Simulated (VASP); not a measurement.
Nb:

```
Nb
1.0
     0.00000    2.09500    2.09500
     2.09500    0.00000    2.09500
     2.09500    2.09500    0.00000
Nb
1
Direct
  0.00000 0.00000 0.00000
```

This isn't the form of Nb at room conditions, which is bcc.

- Program: VASP 6.6.1
- Task: relaxation of cell and atoms
- Functional: PBE
- Potentials or basis: VASP PAW PBE potentials, release 64 (Nb_sv)
- Cutoff: 500 eV
- k mesh: 10 × 10 × 10
- Occupations: methfessel-paxton, width 0.1 eV
- Spin: no spin polarisation

At the start: pressure 3.0 GPa; volume 18.39 Å³/atom.

Q: How do energy, volume and symmetry change on relaxing?

A: Over 3 steps the energy falls by 3.0 meV/atom and the volume is 18.72 Å³/atom (+1.8 %); space group Fm-3m (No. 225, to 0.1 Å) before and after.

The path:
```csv
step,energy change (eV),largest force (eV/Å),pressure (GPa),volume (Å³)
1,0.0000,0.0000,3.01,18.39
2,0.0069,0.0000,-5.04,19.33
3,-0.0030,0.0000,-0.02,18.72
```

Final structure:
```
Nb
1.0
     0.00000    2.10732    2.10732
     2.10732    0.00000    2.10732
     2.10732    2.10732    0.00000
Nb
1
Direct
  0.00000 0.00000 0.00000
```
